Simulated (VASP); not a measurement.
**Ba: single point with PBE**

Crystal: Ba.

```
Ba
1.0
     0.00000    3.80514    3.80514
     3.80514    0.00000    3.80514
     3.80514    3.80514    0.00000
Ba
2
Direct
  0.12500 0.12500 0.12500
  0.87500 0.87500 0.87500
```

This isn't the form of Ba at room conditions, which is bcc.

- Program: VASP 6.6.1
- Task: single point
- Functional: PBE
- Potentials or basis: VASP PAW PBE potentials, release 64 (Ba_sv)
- Cutoff: 520 eV
- k mesh: 8 × 8 × 8
- Occupations: fermi-dirac, width 0.1 eV
- Spin: no spin polarisation
- Dipole correction: no
- Further INCAR settings: ALGO = Normal; EDIFF = 1e-07; NBANDS = 17

The pressure is 0.8 GPa and the band gap on the k mesh is zero (bands 10 and 11 overlap by 0.16 eV).

Levels at points of the mesh, in eV from the Fermi level:
```csv
k point,band 8,band 9,band 10,band 11,band 12,band 13
"(0.00, 0.00, 0.00)",-13.72,-2.10,0.15,0.15,1.33,1.33
"(0.50, 0.00, 0.00)",-13.52,-0.20,-0.18,0.24,0.24,1.02
"(0.50, 0.50, 0.00)",-13.31,-0.73,-0.73,1.06,1.06,1.80
```

Run time: 120 s on 1 thread of Intel Xeon 8259CL, on a shared host, peak memory 0.22 GiB.

Caveat: spin-orbit coupling is left out, which moves the levels of the heavy elements.
